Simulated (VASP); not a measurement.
Input of a VASP 6.6.1 run:

INCAR

```
SYSTEM = MnO
PREC = Accurate ; ENCUT = 520
EDIFF = 1E-7 ; ISMEAR = 0
SIGMA = 0.15 ; LREAL = .FALSE.
LASPH = .TRUE. ; NELM = 150
ALGO = Normal ; ISIF = 2
LWAVE = .FALSE. ; LCHARG = .FALSE.
ISPIN = 2 ; MAGMOM = 4 -4 0 0
LORBIT = 11 ; LMAXMIX = 4
NBANDS = 31
```

Contents of KPOINTS:

```
regular mesh
0
G
  6 6 4
  0 0 0
```

File POSCAR:

```
MnO
1.0
    3.3717000000      0.0000000000      0.0000000000
   -1.6858500000      2.9199800000      0.0000000000
    0.0000000000      0.0000000000      5.3855000000
Mn O
2 2
Direct
    0.3333333333      0.6666666667      0.0109600000
    0.6666666667      0.3333333333      0.5109600000
    0.3333333333      0.6666666667      0.3754700000
    0.6666666667      0.3333333333      0.8754700000
```

Potentials or basis: VASP PAW LDA potentials, release 64 (Mn_pv, O).

Run with:

```sh
$ cat potpaw_LDA.64/Mn_pv/POTCAR potpaw_LDA.64/O/POTCAR > POTCAR
$ mpirun -np 1 vasp_std > vasp.out
```

Q: Estimate the pressure.

A: -11.5 GPa.

Q: What does it give for the largest force?

A: 0.102 eV/Å.

Stress tensor (GPa, compression positive):
```
-10.91   0.00   0.00
  0.00 -10.91   0.00
  0.00   0.00 -12.74
```

Caveat: the cell stands under tension.
